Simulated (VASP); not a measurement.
# Te2Mo in VASP: further runs

Runs on Te2Mo. Level: LDA. Tasks: single point.

Everything below comes from runs of VASP 6.6.1. Logs are shortened: lines on timing, memory, paths and dates and some standing lists are left out, and cuts for length are marked.

## (1) The cell of the first run

The cell holds a slab with vacuum, 9 atoms: a = 3.471 Å, b = 3.471 Å, c = 30.207 Å, α = 90.00°, β = 90.00°, γ = 120.00°.

## (2) Single point, LDA (atoms displaced along a vibrational mode)

Contents of INCAR:

```
SYSTEM = Te2Mo
PREC = Accurate
ENCUT = 520
EDIFF = 1E-7
ISMEAR = 0
SIGMA = 0.05
LREAL = .FALSE.
LASPH = .TRUE.
NELM = 100
ALGO = Normal
ISIF = 2
LWAVE = .FALSE.
LCHARG = .FALSE.
GGA = CA
NBANDS = 49
KPAR = 4
```

Contents of KPOINTS:

```
regular mesh
0
G
  12 12 1
  0 0 0
```

Contents of POSCAR:

```
Te2Mo
1.0
    3.4709964735      0.0000000000      0.0000000000
   -1.7354982368      3.0059711225      0.0000000000
    0.0000000000      0.0000000000     30.2065362563
Te Mo
6 3
Direct
   -0.1152406818      0.0000000000      0.9405159683
    0.3934660615      0.6666666667      0.7128929968
    0.3884362811      0.6666666667      0.1682534351
    0.3884362811      0.6666666667      0.8317465649
    0.3934660615      0.6666666667      0.2871070032
   -0.1152406818      0.0000000000      0.0594840317
    0.0571697491      0.0000000000      0.7722229666
    0.0571697491      0.0000000000      0.2277770334
    0.2190071493      0.6666666667      0.0000000000
```

Potentials or basis: VASP PAW LDA potentials, release 64 (Te, Mo_sv).

Started as:

```sh
> cat potpaw_LDA.64/Te/POTCAR potpaw_LDA.64/Mo_sv/POTCAR > POTCAR
> mpirun -np 4 vasp_std > vasp.out
```

OUTCAR:

```text
SYSTEM = Te2Mo
   PREC = Accurate
   ENCUT = 520
   EDIFF = 1E-7
   ISMEAR = 0
   LREAL = .FALSE.
   LASPH = .TRUE.
   NELM = 100
   ISIF = 2
   GGA = CA

 ion  position               nearest neighbor table
   1  0.885  0.000  0.941-   9 2.69   9 2.69   9 2.69   6 3.59   4 3.62
   2  0.393  0.667  0.713-   7 2.68   7 2.69   7 2.70   4 3.59
   3  0.388  0.667  0.168-   8 2.69   8 2.69   8 2.70   5 3.59   6 3.62
   4  0.388  0.667  0.832-   7 2.69   7 2.69   7 2.70   2 3.59   1 3.62
   5  0.393  0.667  0.287-   8 2.68   8 2.69   8 2.70   3 3.59
   6  0.885  0.000  0.059-   9 2.69   9 2.69   9 2.69   1 3.59   3 3.62
   7  0.057  0.000  0.772-   2 2.68   4 2.69   2 2.69   4 2.69   2 2.70   4 2.70
   8  0.057  0.000  0.228-   5 2.68   3 2.69   5 2.69   3 2.69   5 2.70   3 2.70
   9  0.219  0.667  0.000-   1 2.69   6 2.69   1 2.69   6 2.69   1 2.69   6 2.69

  LATTYP: Found a hexagonal cell.
 ALAT       =     3.4709964735
 C/A-ratio  =     8.7025545796

  Lattice vectors:

 A1 = (   3.4709964735,   0.0000000000,   0.0000000000)
 A2 = (  -1.7354982368,   3.0059711225,   0.0000000000)
 A3 = (   0.0000000000,   0.0000000000,  30.2065362563)

Analysis of symmetry for initial positions (statically):
=====================================================================
 Subroutine PRICEL returns:
 Original cell was already a primitive cell.

 Routine SETGRP: Setting up the symmetry group for a
 hexagonal supercell.

 Subroutine GETGRP returns: Found  2 space group operations
 (whereof  2 operations were pure point group operations)
 out of a pool of 24 trial point group operations.

The static configuration has the point symmetry C_1h.

Analysis of symmetry for dynamics (positions and initial velocities):
=====================================================================
 Subroutine PRICEL returns:
 Original cell was already a primitive cell.

 Routine SETGRP: Setting up the symmetry group for a
 hexagonal supercell.

 Subroutine GETGRP returns: Found  2 space group operations
 (whereof  2 operations were pure point group operations)
 out of a pool of 24 trial point group operations.

The dynamic configuration has the point symmetry C_1h.

 Subroutine INISYM returns: Found  2 space group operations
 (whereof  2 operations are pure point group operations),
 and found     1 'primitive' translations

----------------------------------------------------------------------------------------

                                     Primitive cell

  volume of cell :     315.1664

  direct lattice vectors                    reciprocal lattice vectors
     3.470996474  0.000000000  0.000000000     0.288101704  0.166335597  0.000000000
    -1.735498237  3.005971123  0.000000000     0.000000000  0.332671193  0.000000000
     0.000000000  0.000000000 30.206536256     0.000000000  0.000000000  0.033105418

  length of vectors
     3.470996474  3.470996474 30.206536256     0.332671193  0.332671193  0.033105418

  position of ions in fractional coordinates (direct lattice)
     0.884759318  0.000000000  0.940515968
     0.393466061  0.666666667  0.712892997
     0.388436281  0.666666667  0.168253435
     0.388436281  0.666666667  0.831746565
     0.393466061  0.666666667  0.287107003
     0.884759318  0.000000000  0.059484032
     0.057169749  0.000000000  0.772222967
     0.057169749  0.000000000  0.227777033
     0.219007149  0.666666667  0.000000000

  ion indices of the primitive-cell ions
   primitive index   ion index
                 1           1
                 2           2
                 3           3
                 4           4
                 5           5
                 6           6
                 7           7
                 8           8
                 9           9

----------------------------------------------------------------------------------------

 KPOINTS: regular mesh

Automatic generation of k-mesh.
 Grid dimensions read from file:
 generate k-points for:   12   12    1

 Generating k-lattice:

  Cartesian coordinates                     Fractional coordinates (reciprocal lattice)
     0.024008475  0.013861300  0.000000000     0.083333333  0.000000000  0.000000000
     0.000000000  0.027722599  0.000000000     0.000000000  0.083333333  0.000000000
     0.000000000  0.000000000  0.033105418     0.000000000  0.000000000  1.000000000

  Length of vectors
     0.027722599  0.027722599  0.033105418

  Shift w.r.t. Gamma in fractional coordinates (k-lattice)
     0.000000000  0.000000000  0.000000000

 Subroutine IBZKPT returns following result:
 ===========================================

 Found     74 irreducible k-points:

 Following reciprocal coordinates:
            Coordinates               Weight
  0.000000  0.000000  0.000000      1.000000
  0.083333  0.000000  0.000000      2.000000
  0.000000  0.083333  0.000000      2.000000
 -0.083333  0.083333  0.000000      2.000000
  0.166667 -0.000000  0.000000      2.000000
  0.000000  0.166667  0.000000      2.000000
[... 16 lines left out ...]
  0.166667  0.083333  0.000000      2.000000
 -0.083333  0.250000  0.000000      2.000000
 [... further k-points ...]
   k-points           NKPTS =     74   k-points in BZ     NKDIM =     74   number of bands    NBANDS=     49
   number of dos      NEDOS =    301   number of ions     NIONS =      9
   total plane-waves  NPLWV = 188160
   dimension x,y,z NGX =    28 NGY =   28 NGZ =  240
   dimension x,y,z NGXF=    56 NGYF=   56 NGZF=  480
   ions per type =               6   3
   NGX,Y,Z   is equivalent  to a cutoff of  13.41, 13.41, 13.21 a.u.
   NGXF,Y,Z  is equivalent  to a cutoff of  26.82, 26.82, 26.42 a.u.
 SYSTEM =  Te2Mo
   PREC   = accura    normal or accurate (medium, high low for compatibility)
   ISTART =      0    job   : 0-new  1-cont  2-samecut
   ICHARG =      2    charge: 1-file 2-atom 10-const
   ISPIN  =      1    spin polarized calculation?
   LNONCOLLINEAR =      F non collinear calculations
   LSORBIT =      F    spin-orbit coupling
   LASPH  =      T    aspherical Exc in radial PAW
   ENCUT  =  520.0 eV  38.22 Ry    6.18 a.u.   6.45  6.45 56.16*2*pi/ulx,y,z
   NELM   =    100;   NELMIN=  2; NELMDL= -5     # of ELM steps
   EDIFF  = 0.1E-06   stopping-criterion for ELM
   LREAL  =      F    real-space projection
   EDIFFG = 0.1E-05   stopping-criterion for IOM
   NSW    =      0    number of steps for IOM
   IBRION =     -1    ionic relax: 0-MD 1-quasi-New 2-CG
   NFREE  =      0    steps in history (QN), initial steepest desc. (CG)
   ISIF   =      2    stress and relaxation
   ISYM   =      2    0-nonsym 1-usesym 2-fastsym
   POTIM  = 0.5000    time-step for ionic-motion
   TEBEG  =    0.0;   TEEND  =   0.0 temperature during run
   PSTRESS=    0.0 pullay stress
   NELECT =      78.0000    total number of electrons
   NUPDOWN=      -1.0000    fix difference up-down
   EMIN   =  10.00;   EMAX   =-10.00  energy-range for DOS
   EFERMI =   0.00;   METHOD = LEGACY
   ISMEAR =     0;   SIGMA  =   0.05  broadening in eV -4-tet -1-fermi 0-gaus
   EFERMI_NEDOS =   21; number of points for ismear=-14 and -15
   IALGO  =     38    algorithm
   IMIX   =      4    mixing-type and parameters
     AMIX     =   0.40;   BMIX     =  1.00
     AMIX_MAG =   1.60;   BMIX_MAG =  1.00
  volume/ion in A,a.u.               =      35.02       236.32
  Fermi-wavevector in a.u.,A,eV,Ry     =   1.027842  1.942340 14.374002  1.056459
  Thomas-Fermi vector in A             =   2.161808
   LORBIT       =      0    0 simple, 1 ext, 2 COOP (PROOUT), +10 PAW based schemes
   GGA     = CA    functional components
   LHFCALC =     F    Hartree Fock is set to
   AEXX    =    0.0000 exact exchange contribution
   IVDW    =     0    specifies the selected vdW correction
   LEPSILON=     F    determine dielectric tensor
   LRPA    =     F    only Hartree local field effects (RPA)
 non-spin polarized calculation
 Gauss-broadening in eV      SIGMA  =   0.05
  energy-cutoff  :      520.00
  volume of cell :      315.17
 maximum number of plane-waves:      8573
 NGX is ok and might be reduce to    28
   NGX = 13   NGY = 13   NGZ =113

 number of electron      78.0000002 magnetization

 Free energy of the ion-electron system (eV)
  ---------------------------------------------------
  ext. energy  EPLUGINS =         0.00000000
  ---------------------------------------------------
  free energy    TOTEN  =       -61.64852368 eV

  energy without entropy =      -61.64852368  energy(sigma->0) =      -61.64852368

 E-fermi :   4.5899     XC(G=0):  -7.8081

 val. band max:        4.3014624821   @ k =   0.0000   0.0000   0.0000
 cond. band min:       5.0821338030   @ k =  -0.2500   0.4167   0.0000
 fundamental gap:      0.7806713209
 Fermi energy:         4.5898782183

 k-point     1 :       0.0000    0.0000    0.0000
  band No.  band energies     occupation
      1     -56.1352      2.00000
      2     -56.1287      2.00000
      3     -56.1287      2.00000
      4     -30.5281      2.00000
      5     -30.5226      2.00000
      6     -30.5226      2.00000
[... 41 lines left out ...]
     48       7.7497      0.00000
     49       7.7562      0.00000

 k-point     2 :       0.0833    0.0000    0.0000
  band No.  band energies     occupation
      1     -56.1343      2.00000
      2     -56.1279      2.00000
      3     -56.1279      2.00000
      4     -30.5257      2.00000
      5     -30.5202      2.00000
      6     -30.5202      2.00000
[... 41 lines left out ...]
     48       7.5328      0.00000
     49       7.5392      0.00000

 k-point     3 :       0.0000    0.0833    0.0000
  band No.  band energies     occupation
      1     -56.1343      2.00000
      2     -56.1279      2.00000
      3     -56.1279      2.00000
      4     -30.5257      2.00000
      5     -30.5202      2.00000
      6     -30.5202      2.00000
[... 1081 lines left out ...]
     48       6.6709      0.00000
     49       7.6244      0.00000

 k-point    24 :      -0.0833    0.2500    0.0000
  band No.  band energies     occupation
      1     -56.1301      2.00000
      2     -56.1236      2.00000
      3     -56.1236      2.00000
      4     -30.5135      2.00000
      5     -30.5080      2.00000
      6     -30.5080      2.00000
[... 41 lines left out ...]
     48       6.6758      0.00000
     49       7.6622      0.00000

 [... further k-points ...]
[... 5 lines left out ...]
  --------------------------------------------------------------------------------------
  -------------------------------------------------------------------------------------
  Total        0.3651940      0.5680282      1.2885057      0.1629262      0.0000000      0.0000000
  in kB        1.8564973      2.8876233      6.5502373      0.8282502      0.0000000      0.0000000
  external PRESSURE =       3.7647860 kB  Pullay stress =       0.0000000 kB

 VOLUME and BASIS-vectors are now :
 -----------------------------------------------------------------------------
  energy-cutoff  :      520.00
  volume of cell :      315.17
      direct lattice vectors                 reciprocal lattice vectors
     3.470996474  0.000000000  0.000000000     0.288101704  0.166335597  0.000000000
    -1.735498237  3.005971123  0.000000000     0.000000000  0.332671193  0.000000000
     0.000000000  0.000000000 30.206536256     0.000000000  0.000000000  0.033105418

 POSITION                                       TOTAL-FORCE (eV/Angst)
 -----------------------------------------------------------------------------------
      3.07100      0.00000     28.40973         0.104665      0.040907      0.032440
      0.20872      2.00398     21.53403        -0.061389     -0.000572     -0.060286
      0.19126      2.00398      5.08235        -0.043238     -0.041386      0.035573
      0.19126      2.00398     25.12418        -0.043238     -0.041386     -0.035573
      0.20872      2.00398      8.67251        -0.061389     -0.000572      0.060286
      3.07100      0.00000      1.79681         0.104665      0.040907     -0.032440
      0.19844      0.00000     23.32618        -0.033971     -0.011076     -0.003902
      0.19844      0.00000      6.88036        -0.033971     -0.011076      0.003902
     -0.39683      2.00398      0.00000         0.067867      0.024253      0.000000
 -----------------------------------------------------------------------------------
    total drift:                               -0.000445     -0.000077     -0.000000

  FREE ENERGIE OF THE ION-ELECTRON SYSTEM (eV)
  ---------------------------------------------------
  free  energy   TOTEN  =       -61.6485236841 eV

  energy  without entropy=      -61.6485236841  energy(sigma->0) =      -61.64852368
```

Wall time 12 min (4 MPI ranks of Intel Xeon Platinum 8259CL at 2.50GHz (Skylake/Cascade Lake), shared host); peak memory 0.97 GiB.

What came out:

```yaml
Free_energy: -61.6485 eV
Largest_force: 0.117 eV/Å
Band_gap_on_the_k_mesh: 0.78 eV (least direct gap 1.15 eV)
```

Forces on the atoms (eV/Å):
```
Te   0.105  0.041  0.032
Te  -0.061 -0.001 -0.060
Te  -0.043 -0.041  0.036
Te  -0.043 -0.041 -0.036
Te  -0.061 -0.001  0.060
Te   0.105  0.041 -0.032
Mo  -0.034 -0.011 -0.004
Mo  -0.034 -0.011  0.004
Mo   0.068  0.024  0.000
```

Caveat: the cell differs from its parent crystal (atoms displaced along a vibrational mode); there is no dipole correction, which matters where the two faces differ; semilocal functionals underestimate gaps, and a narrow one can read as zero; spin-orbit coupling is left out, which moves the levels of the heavy elements.

## (3) Single point, LDA (atoms displaced along a vibrational mode)

Contents of INCAR:

```
ALGO = Normal
EDIFF = 1E-6
ENCUT = 520
GGA = CA
ISIF = 2
ISMEAR = 0
KPAR = 4
LASPH = T
LCHARG = T
LREAL = F
LVHAR = T
LWAVE = F
NBANDS = 49
NELM = 60
PREC = Accurate
SIGMA = 0.05
```

Contents of KPOINTS:

```
k-points
0
Gamma
  12 12 1
```

Contents of POSCAR:

```
Te2Mo
1.0
    3.4709964735      0.0000000000      0.0000000000
   -1.7354982368      3.0059711225      0.0000000000
    0.0000000000      0.0000000000     30.2065362563
Te Mo
6 3
Direct
    0.0288101704      0.0000000000      0.9405159683
    0.3183001513      0.6666666667      0.7128929968
    0.3195575964      0.6666666667      0.1682534351
    0.3195575964      0.6666666667      0.8317465649
    0.3183001513      0.6666666667      0.2871070032
    0.0288101704      0.0000000000      0.0594840317
   -0.0142924373      0.0000000000      0.7722229666
   -0.0142924373      0.0000000000      0.2277770334
    0.3619148793      0.6666666667      0.0000000000
```

Potentials or basis: VASP PAW LDA potentials, release 64 (Te, Mo_sv).

Started as:

```sh
> cat potpaw_LDA.64/Te/POTCAR potpaw_LDA.64/Mo_sv/POTCAR > POTCAR
> mpirun -np 4 vasp_std > vasp.out
```

It took 15 min on 4 MPI ranks of Oxide Virtual Turin-like, shared host; peak memory 0.95 GiB.

The run converged. Its results:

- Free energy: -61.7321 eV
- Largest force: 0.060 eV/Å
- Band gap on the k mesh: 0.81 eV (least direct gap 1.15 eV)

Forces in eV/Å, atoms in the order of the input:
```
Te  -0.029  0.003 -0.052
Te   0.015  0.000 -0.058
Te   0.014 -0.003 -0.050
Te   0.014 -0.003  0.050
Te   0.015  0.000  0.058
Te  -0.029  0.003  0.052
Mo   0.011 -0.001  0.001
Mo   0.011 -0.001 -0.001
Mo  -0.022  0.001  0.000
```

Levels at points of the mesh, in eV from the valence-band top:
```csv
k point,band 37,band 38,band 39,band 40,band 41,band 42
"(0.00, 0.00, 0.00)",-0.97,-0.10,0.00,3.03,3.08,3.09
"(0.50, 0.00, 0.00)",-0.50,-0.37,-0.26,1.35,1.37,1.40
"(0.00, 0.50, 0.00)",-0.50,-0.37,-0.26,1.35,1.37,1.40
"(0.50, 0.50, 0.00)",-0.50,-0.37,-0.26,1.35,1.37,1.40
```

Caveat: the cell differs from its parent crystal (atoms displaced along a vibrational mode); there is no dipole correction, which matters where the two faces differ; spin-orbit coupling is left out, which moves the levels of the heavy elements.

## (4) Single point, LDA (atoms displaced along a vibrational mode)

Contents of INCAR:

```
PREC = Accurate
ENCUT = 520
EDIFF = 1E-7
ISMEAR = 0
SIGMA = 0.05
LREAL = F
LASPH = T
NELM = 60
ALGO = Normal
ISIF = 2
LWAVE = F
LCHARG = F
NBANDS = 49
KPAR = 4
```

Contents of KPOINTS:

```
Automatic mesh
0
Gamma
  12 12 1
```

Contents of POSCAR:

```
Te2Mo
1.0
    3.4709964735      0.0000000000      0.0000000000
   -1.7354982368      3.0059711225      0.0000000000
    0.0000000000      0.0000000000     30.2065362563
Te Mo
6 3
Direct
    0.0864305113      0.0000000000      0.9405159683
    0.2882337872      0.6666666667      0.7128929968
    0.2920061225      0.6666666667      0.1682534351
    0.2920061225      0.6666666667      0.8317465649
    0.2882337872      0.6666666667      0.2871070032
    0.0864305113      0.0000000000      0.0594840317
   -0.0428773118      0.0000000000      0.7722229666
   -0.0428773118      0.0000000000      0.2277770334
    0.4190779713      0.6666666667      0.0000000000
```

Started as:

```sh
> cat potpaw_LDA.64/Te/POTCAR potpaw_LDA.64/Mo_sv/POTCAR > POTCAR
> mpirun -np 4 vasp_std > vasp.out
```

Wall time 19 min (4 MPI ranks of Oxide Virtual Turin-like, shared host); peak memory 0.96 GiB.

The run converged. Its results:

| Property | Result |
| --- | --- |
| Free energy | -61.6861 eV |
| Largest force | 0.086 eV/Å |
| Band gap on the k mesh | 0.79 eV (least direct gap 1.15 eV) |

Forces on the atoms (eV/Å):
```
Te  -0.082  0.024 -0.006
Te   0.046  0.000 -0.059
Te   0.037 -0.024 -0.003
Te   0.037 -0.024  0.003
Te   0.046  0.000  0.059
Te  -0.082  0.024  0.006
Mo   0.029 -0.006 -0.002
Mo   0.029 -0.006  0.002
Mo  -0.057  0.014  0.000
```

Levels at points of the mesh, in eV from the valence-band top:
```
           k point  band 35  band 36  band 37  band 38  band 39  band 40  band 41  band 42  band 43  band 44
(0.00, 0.00, 0.00)    -1.02    -1.02    -0.97    -0.10     0.00     2.98     3.06     3.09     3.13     3.14
(0.50, 0.00, 0.00)    -0.96    -0.87    -0.50    -0.38    -0.27     1.34     1.37     1.39     1.47     1.67
(0.00, 0.50, 0.00)    -1.00    -0.98    -0.47    -0.37    -0.29     1.35     1.37     1.38     1.54     1.69
(0.50, 0.50, 0.00)    -0.94    -0.89    -0.49    -0.37    -0.27     1.34     1.37     1.39     1.61     1.69
```

Caveat: the cell differs from its parent crystal (atoms displaced along a vibrational mode); there is no dipole correction, which matters where the two faces differ; semilocal functionals underestimate gaps, and a narrow one can read as zero; spin-orbit coupling is left out, which moves the levels of the heavy elements.

## (5) The runs side by side

| cell | gap on the mesh (eV) | largest force (eV/Å) |
| --- | --- | --- |
| as given, atomic positions A | 0.78 | 0.12 |
| as given, atomic positions B | 0.81 | 0.06 |
| as given, atomic positions C | 0.79 | 0.09 |

Alike in all rows: task single point; level LDA; potentials or basis VASP PAW LDA potentials, release 64 (Te, Mo_sv); no spin polarisation; k mesh 12 × 12 × 1; cutoff (eV) 520; smearing gaussian 0.05 eV.

Caveats: there is no dipole correction, which matters where the two faces differ; spin-orbit coupling is left out, which moves the levels of the heavy elements; semilocal functionals underestimate gaps, and a narrow one can read as zero (at least some runs).

Total energies depend on the potentials used, so only differences within one code and one set of settings carry meaning.
